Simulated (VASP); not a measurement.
# Rb (I4/mmm) in VASP: notebook

Runs on Rb. Level: PBE. Tasks: single point.

All numbers are computed with VASP 6.6.1; they aren't measurements. Logs are shortened: lines on timing, memory, paths and dates and some standing lists are left out, and cuts for length are marked.

## Step 1: The cell of the first run

It takes space group I4/mmm (No. 139, tetragonal). The conventional cell has a = 5.614 Å, b = 5.614 Å, c = 5.897 Å, α = 90.00°, β = 90.00°, γ = 90.00°.

## Step 2: Single point, PBE (uniaxial strain along c: +4.0 %)

INCAR reads:

```
PREC     = Accurate       # precision mode
ENCUT    = 520            # plane-wave cutoff, eV
EDIFF    = 1E-6           # SCF threshold, eV
ISMEAR   = 0              # smearing method
SIGMA    = 0.1            # smearing width, eV
LREAL    = F              # projectors in reciprocal space
LASPH    = T              # aspherical terms in the spheres
NELM     = 60             # most SCF steps
ALGO     = Fast           # electronic algorithm
ISIF     = 2              # what is computed and relaxed
LWAVE    = F              # write WAVECAR
LCHARG   = F              # write CHGCAR
GGA      = PE             # functional
NBANDS   = 16             # bands
```

KPOINTS reads:

```
Automatic mesh
0
Gamma
  10 10 10
```

POSCAR reads:

```
Rb
1.0
    5.6138554667      0.0000000000      0.0000000000
    0.0000000000      5.6138554667      0.0000000000
    0.0000000000      0.0000000000      5.8973835205
Rb
2
Direct
    0.0000000000      0.0000000000      0.0000000000
    0.5000000000      0.5000000000      0.5000000000
```

Potentials or basis: VASP PAW PBE potentials, release 64 (Rb_sv).

Command:

```bash
$ cat potpaw_PBE.64/Rb_sv/POTCAR > POTCAR
$ mpirun -np 1 vasp_std > vasp.out
```

OUTCAR:

```text
PREC = Accurate
   ENCUT = 520
   EDIFF = 1E-6
   ISMEAR = 0
   LREAL = F
   LASPH = T
   NELM = 60
   ISIF = 2
   GGA = PE

 ion  position               nearest neighbor table
   1  0.000  0.000  0.000-   2 4.94   2 4.94   2 4.94   2 4.94   2 4.94   2 4.94   2 4.94   2 4.94

   2  0.500  0.500  0.500-   1 4.94   1 4.94   1 4.94   1 4.94   1 4.94   1 4.94   1 4.94   1 4.94

  LATTYP: Found a simple tetragonal cell.
 ALAT       =     5.6138554667
 C/A-ratio  =     1.0505050505

  Lattice vectors:

 A1 = (   5.6138554667,   0.0000000000,   0.0000000000)
 A2 = (   0.0000000000,   5.6138554667,   0.0000000000)
 A3 = (   0.0000000000,   0.0000000000,   5.8973835205)

Analysis of symmetry for initial positions (statically):
=====================================================================
 Subroutine PRICEL returns following result:

  LATTYP: Found a body centered tetragonal cell.
 ALAT       =     5.6138554667
 C/A-ratio  =     1.0505050505

  Lattice vectors:

 A1 = (  -2.8069277333,  -2.8069277334,  -2.9486917603)
 A2 = (   2.8069277333,   2.8069277334,  -2.9486917603)
 A3 = (   2.8069277333,  -2.8069277333,   2.9486917603)

   2 primitive cells build up your supercell.

 Routine SETGRP: Setting up the symmetry group for a
 simple tetragonal supercell.

 Subroutine GETGRP returns: Found 16 space group operations
 (whereof 16 operations were pure point group operations)
 out of a pool of 16 trial point group operations.

The static configuration has the point symmetry D_4h.

Analysis of symmetry for dynamics (positions and initial velocities):
=====================================================================
 Subroutine PRICEL returns following result:

  LATTYP: Found a body centered tetragonal cell.
 ALAT       =     5.6138554667
 C/A-ratio  =     1.0505050505

  Lattice vectors:

 A1 = (  -2.8069277333,  -2.8069277334,  -2.9486917603)
 A2 = (   2.8069277333,   2.8069277334,  -2.9486917603)
 A3 = (   2.8069277333,  -2.8069277333,   2.9486917603)

   2 primitive cells build up your supercell.

 Routine SETGRP: Setting up the symmetry group for a
 simple tetragonal supercell.

 Subroutine GETGRP returns: Found 16 space group operations
 (whereof 16 operations were pure point group operations)
 out of a pool of 16 trial point group operations.

The dynamic configuration has the point symmetry D_4h.

 Subroutine INISYM returns: Found 16 space group operations
 (whereof 16 operations are pure point group operations),
 and found     2 'primitive' translations

----------------------------------------------------------------------------------------

                                     Primitive cell

  volume of cell :      92.9291

  direct lattice vectors                    reciprocal lattice vectors
    -2.806927733 -2.806927733 -2.948691760     0.000000000 -0.178130699 -0.169566723
     2.806927733  2.806927733 -2.948691760     0.178130699  0.000000000 -0.169566723
     2.806927733 -2.806927733  2.948691760     0.178130699 -0.178130699  0.000000000

  length of vectors
     4.944943852  4.944943852  4.944943852     0.245933771  0.245933771  0.251914851

  position of ions in fractional coordinates (direct lattice)
     0.000000000  0.000000000  0.000000000

  ion indices of the primitive-cell ions
   primitive index   ion index
                 1           1

----------------------------------------------------------------------------------------

 KPOINTS: Automatic mesh

Automatic generation of k-mesh.
 Grid dimensions read from file:
 generate k-points for:   10   10   10

 Generating k-lattice:

  Cartesian coordinates                     Fractional coordinates (reciprocal lattice)
     0.017813070  0.000000000  0.000000000     0.100000000  0.000000000  0.000000000
     0.000000000  0.017813070  0.000000000     0.000000000  0.100000000  0.000000000
     0.000000000  0.000000000  0.016956672     0.000000000  0.000000000  0.100000000

  Length of vectors
     0.017813070  0.017813070  0.016956672

  Shift w.r.t. Gamma in fractional coordinates (k-lattice)
     0.000000000  0.000000000  0.000000000

 Subroutine IBZKPT returns following result:
 ===========================================

 Found    126 irreducible k-points:

 Following reciprocal coordinates:
            Coordinates               Weight
  0.000000  0.000000  0.000000      1.000000
  0.100000  0.000000  0.000000      4.000000
  0.200000  0.000000  0.000000      4.000000
  0.300000  0.000000  0.000000      4.000000
  0.400000  0.000000  0.000000      4.000000
  0.500000  0.000000  0.000000      2.000000
[... 16 lines left out ...]
  0.100000  0.000000  0.100000      8.000000
  0.200000  0.000000  0.100000      8.000000
 [... further k-points ...]
   k-points           NKPTS =    126   k-points in BZ     NKDIM =    126   number of bands    NBANDS=     16
   number of dos      NEDOS =    301   number of ions     NIONS =      2
   total plane-waves  NPLWV =  84672
   dimension x,y,z NGX =    42 NGY =   42 NGZ =   48
   dimension x,y,z NGXF=    84 NGYF=   84 NGZF=   96
   ions per type =               2
   NGX,Y,Z   is equivalent  to a cutoff of  12.44, 12.44, 13.53 a.u.
   NGXF,Y,Z  is equivalent  to a cutoff of  24.88, 24.88, 27.06 a.u.
 SYSTEM =  unknown system
   PREC   = accura    normal or accurate (medium, high low for compatibility)
   ISTART =      0    job   : 0-new  1-cont  2-samecut
   ICHARG =      2    charge: 1-file 2-atom 10-const
   ISPIN  =      1    spin polarized calculation?
   LNONCOLLINEAR =      F non collinear calculations
   LSORBIT =      F    spin-orbit coupling
   LASPH  =      T    aspherical Exc in radial PAW
   ENCUT  =  520.0 eV  38.22 Ry    6.18 a.u.  10.44 10.44 10.97*2*pi/ulx,y,z
   NELM   =     60;   NELMIN=  2; NELMDL= -5     # of ELM steps
   EDIFF  = 0.1E-05   stopping-criterion for ELM
   LREAL  =      F    real-space projection
[... 7 lines left out ...]
   TEBEG  =    0.0;   TEEND  =   0.0 temperature during run
   PSTRESS=    0.0 pullay stress
   NELECT =      18.0000    total number of electrons
   NUPDOWN=      -1.0000    fix difference up-down
   EMIN   =  10.00;   EMAX   =-10.00  energy-range for DOS
   EFERMI =   0.00;   METHOD = LEGACY
   ISMEAR =     0;   SIGMA  =   0.10  broadening in eV -4-tet -1-fermi 0-gaus
   EFERMI_NEDOS =   21; number of points for ismear=-14 and -15
   IALGO  =     68    algorithm
   IMIX   =      4    mixing-type and parameters
     AMIX     =   0.40;   BMIX     =  1.00
     AMIX_MAG =   1.60;   BMIX_MAG =  1.00
  volume/ion in A,a.u.               =      92.93       627.12
  Fermi-wavevector in a.u.,A,eV,Ry     =   0.751805  1.420705  7.690154  0.565210
  Thomas-Fermi vector in A             =   1.848870
   LORBIT       =      0    0 simple, 1 ext, 2 COOP (PROOUT), +10 PAW based schemes
   GGA     = PE    functional components
   LHFCALC =     F    Hartree Fock is set to
   AEXX    =    0.0000 exact exchange contribution
   IVDW    =     0    specifies the selected vdW correction
   LEPSILON=     F    determine dielectric tensor
   LRPA    =     F    only Hartree local field effects (RPA)
 non-spin polarized calculation
 RMM-DIIS sequential band-by-band and
 Gauss-broadening in eV      SIGMA  =   0.10
  energy-cutoff  :      520.00
  volume of cell :      185.86
 maximum number of plane-waves:      5029
 NGX is ok and might be reduce to    42
   NGX = 21   NGY = 21   NGZ = 21

 number of electron      18.0000000 magnetization

 Free energy of the ion-electron system (eV)
  ---------------------------------------------------
  ext. energy  EPLUGINS =         0.00000000
  ---------------------------------------------------
  free energy    TOTEN  =        -1.87552879 eV

  energy without entropy =       -1.86632185  energy(sigma->0) =       -1.87092532

 E-fermi :  -0.0227     XC(G=0):  -5.4162

 val. band max:       -0.0237581273   @ k =   0.4000   0.1000   0.0000
 cond. band min:      -0.0219175945   @ k =   0.5000   0.2000   0.3000
 fundamental gap:      0.0018405328
 Fermi energy:        -0.0226590199

 k-point     1 :       0.0000    0.0000    0.0000
  band No.  band energies     occupation
      1     -28.9486      2.00000
      2     -28.9418      2.00000
      3     -13.0621      2.00000
      4     -13.0535      2.00000
      5     -13.0535      2.00000
      6     -12.9928      2.00000
[... 8 lines left out ...]
     15       3.5532      0.00000
     16       3.5581      0.00000

 k-point     2 :       0.1000    0.0000    0.0000
  band No.  band energies     occupation
      1     -28.9484      2.00000
      2     -28.9420      2.00000
      3     -13.0603      2.00000
      4     -13.0536      2.00000
      5     -13.0519      2.00000
      6     -12.9960      2.00000
[... 8 lines left out ...]
     15       3.4773      0.00000
     16       3.6648      0.00000

 k-point     3 :       0.2000    0.0000    0.0000
  band No.  band energies     occupation
      1     -28.9478      2.00000
      2     -28.9424      2.00000
      3     -13.0550      2.00000
      4     -13.0534      2.00000
      5     -13.0473      2.00000
      6     -13.0046      2.00000
[... 8 lines left out ...]
     15       3.2802      0.00000
     16       3.5395      0.00000

 k-point     4 :       0.3000    0.0000    0.0000
  band No.  band energies     occupation
      1     -28.9470      2.00000
      2     -28.9431      2.00000
      3     -13.0519      2.00000
      4     -13.0470      2.00000
      5     -13.0402      2.00000
      6     -13.0165      2.00000
[... 8 lines left out ...]
     15       3.2811      0.00000
     16       3.3227      0.00000

 k-point     5 :       0.4000    0.0000    0.0000
  band No.  band energies     occupation
      1     -28.9460      2.00000
      2     -28.9439      2.00000
      3     -13.0477      2.00000
      4     -13.0370      2.00000
      5     -13.0314      2.00000
      6     -13.0291      2.00000
[... 8 lines left out ...]
     15       3.0754      0.00000
     16       3.1832      0.00000

 k-point     6 :       0.5000    0.0000    0.0000
  band No.  band energies     occupation
      1     -28.9450      2.00000
      2     -28.9450      2.00000
      3     -13.0400      2.00000
      4     -13.0400      2.00000
      5     -13.0261      2.00000
      6     -13.0261      2.00000
[... 8 lines left out ...]
     15       3.0939      0.00000
     16       3.0940      0.00000
[... 267 lines left out ...]
 k-point    21 :       0.5000    0.5000    0.0000
  band No.  band energies     occupation
      1     -28.9447      2.00000
      2     -28.9447      2.00000
      3     -13.0806      2.00000
      4     -13.0806      2.00000
      5     -13.0247      2.00000
      6     -13.0247      2.00000
[... 8 lines left out ...]
     15       4.2795      0.00000
     16       4.2800      0.00000

 k-point    22 :       0.0000    0.0000    0.1000
  band No.  band energies     occupation
      1     -28.9484      2.00000
      2     -28.9420      2.00000
      3     -13.0613      2.00000
      4     -13.0519      2.00000
      5     -13.0519      2.00000
      6     -12.9953      2.00000
[... 8 lines left out ...]
     15       3.5036      0.00000
     16       3.5044      0.00000

 k-point    23 :       0.1000    0.0000    0.1000
  band No.  band energies     occupation
      1     -28.9482      2.00000
      2     -28.9421      2.00000
      3     -13.0615      2.00000
      4     -13.0504      2.00000
      5     -13.0502      2.00000
      6     -13.0014      2.00000
[... 8 lines left out ...]
     15       3.3693      0.00000
     16       3.4854      0.00000

 k-point    24 :       0.2000    0.0000    0.1000
  band No.  band energies     occupation
      1     -28.9477      2.00000
      2     -28.9425      2.00000
      3     -13.0615      2.00000
      4     -13.0460      2.00000
      5     -13.0452      2.00000
      6     -13.0120      2.00000
[... 8 lines left out ...]
     15       3.3859      0.00000
     16       3.3993      0.00000

 [... further k-points ...]
[... 5 lines left out ...]
  --------------------------------------------------------------------------------------
  -------------------------------------------------------------------------------------
  Total       -0.0698332     -0.0698332     -0.0540794      0.0000000      0.0000000      0.0000000
  in kB       -0.6019923     -0.6019923     -0.4661872      0.0000000      0.0000000      0.0000000
  external PRESSURE =      -0.5567239 kB  Pullay stress =       0.0000000 kB

 VOLUME and BASIS-vectors are now :
 -----------------------------------------------------------------------------
  energy-cutoff  :      520.00
  volume of cell :      185.86
      direct lattice vectors                 reciprocal lattice vectors
     5.613855467  0.000000000  0.000000000     0.178130699  0.000000000  0.000000000
     0.000000000  5.613855467  0.000000000     0.000000000  0.178130699  0.000000000
     0.000000000  0.000000000  5.897383521     0.000000000  0.000000000  0.169566723

 POSITION                                       TOTAL-FORCE (eV/Angst)
 -----------------------------------------------------------------------------------
      0.00000      0.00000      0.00000        -0.000000      0.000000     -0.000000
      2.80693      2.80693      2.94869         0.000000     -0.000000      0.000000
 -----------------------------------------------------------------------------------
    total drift:                                0.000000     -0.000000     -0.000000

  FREE ENERGIE OF THE ION-ELECTRON SYSTEM (eV)
  ---------------------------------------------------
  free  energy   TOTEN  =        -1.8755287925 eV

  energy  without entropy=       -1.8663218493  energy(sigma->0) =       -1.87092532
```

It took 3.6 min on 1 thread of Intel Xeon Platinum 8488C (Sapphire Rapids), shared host; peak memory 0.46 GiB.

Results:

```yaml
Free_energy: -1.8755 eV
Pressure: -0.1 GPa
Band_gap_on_the_k_mesh: zero (bands 9 and 10 overlap by 1.94 eV)
```

Caveat: the cell differs from its parent crystal (uniaxial strain along c: +4.0 %).

[end of part 1 of 2]
